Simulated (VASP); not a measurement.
**CuO: single point with PBEsol**

Crystal: CuO.

```xyz
4
Lattice="2.8795 0.0000 0.0000 0.0391 2.8793 0.0000 0.0175 0.0172 5.1763" Properties=species:S:1:pos:R:3 pbc="T T T"
Cu   -0.0177    1.4585   -0.0007
Cu    1.4094    0.0115    2.6013
O     2.8805   -0.0141    3.8669
O     0.0432    2.8597    1.2942
```

This cell differs from its parent crystal: atoms moved at random.

* Program: VASP 6.6.1
* Task: single point
* Functional: PBEsol
* Potentials or basis: VASP PAW PBE potentials, release 64 (Cu, O)
* Cutoff: 520 eV
* k mesh: 9 × 9 × 5
* Occupations: fermi-dirac, width 0.05 eV
* Spin: no spin polarisation

- Pressure: -1.0 GPa
- Largest force: 0.663 eV/Å
- Band gap on the k mesh: zero (band 17 reaches 5.74 eV, above the bottom of band 18 at 4.81 eV)

Forces on the atoms (eV/Å):
```
Cu   0.129 -0.650 -0.011
Cu   0.523 -0.119 -0.316
O   -0.336  0.401  0.283
O   -0.317  0.368  0.045
```

Stress tensor (GPa, compression positive):
```
 0.37  0.05 -0.12
 0.05 -0.21 -0.23
-0.12 -0.23 -3.05
```

Levels at points of the mesh, in eV from the Fermi level:
```
           k point  band 15  band 16  band 17  band 18  band 19  band 20
(0.00, 0.00, 0.00)    -2.31    -2.00     0.66     0.73     1.46     6.11
```

Run time: 83 s on 1 thread of Intel(R) Xeon(R) 6975P-C (Granite Rapids), with other jobs on the host, peak memory 0.29 GiB.

Caveat: the cell differs from its parent crystal (atoms moved at random); the PAW data sets were made with another functional, which shifts forces and pressure a little; semilocal functionals often make such compounds metallic where correlation or magnetic order opens a gap, which also shifts bond lengths.
